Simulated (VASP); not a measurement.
NbPdSe3: single point with LDA

NbPdSe3:

```
Nb Pd Se
1.0
     4.76498    0.00000    0.00000
     0.00000    4.76498    0.00000
     0.00000    0.00000    6.83499
Nb Pd Se
1 1 3
Direct
  0.00000 0.00000 0.71375
  0.50000 0.50000 0.68892
  0.00000 0.50000 0.55554
  0.00000 0.00000 0.04794
  0.50000 0.00000 0.55554
```

```json
{
 "Program": "VASP 6.6.1",
 "Task": "single point",
 "Functional": "LDA",
 "Potentials or basis": "VASP PAW LDA potentials, release 64 (Nb_sv, Pd, Se)",
 "Cutoff": "520 eV",
 "k mesh": "8 × 8 × 6",
 "Occupations": "gaussian, width 0.1 eV",
 "Spin": "no spin polarisation",
 "Dipole correction": "no",
 "Further INCAR settings": "ALGO = Normal; EDIFF = 1e-07; NBANDS = 28"
}
```

* Pressure: -4.0 GPa
* Largest force: 0.460 eV/Å
* Band gap on the k mesh: zero (an odd number of electrons rules out a gap without spin polarisation)

Forces in eV/Å, atoms in the order of the input:
```
Nb   0.000  0.000  0.015
Pd   0.000  0.000 -0.403
Se   0.000  0.000  0.424
Se   0.000  0.000 -0.460
Se   0.000  0.000  0.424
```

Stress tensor (GPa, compression positive):
```
-4.45  0.00  0.00
 0.00 -4.45  0.00
 0.00  0.00 -3.19
```

Levels at points of the mesh, in eV from the Fermi level:
```
           k point  band 18  band 19  band 20  band 21  band 22  band 23  band 24  band 25
(0.00, 0.00, 0.00)    -1.79    -1.57    -0.47    -0.47     0.32     1.82     2.45     2.45
(0.50, 0.00, 0.00)    -1.93    -1.66    -1.33    -0.52     0.74     0.88     1.28     2.64
(0.50, 0.50, 0.00)    -2.09    -1.95    -1.95     0.37     0.51     0.89     0.89     2.08
(0.00, 0.00, 0.50)    -1.74    -1.58    -0.45    -0.45     0.32     1.96     2.30     2.30
(0.50, 0.00, 0.50)    -1.91    -1.56    -1.15    -0.48     0.73     1.28     1.30     2.40
(0.50, 0.50, 0.50)    -1.74    -1.73    -1.73     0.30     0.75     0.75     1.16     2.08
```

It took 5.1 min on 1 thread of AMD EPYC 7R13, on a shared host, peak memory 0.36 GiB.

Caveat: the cell stands under tension.
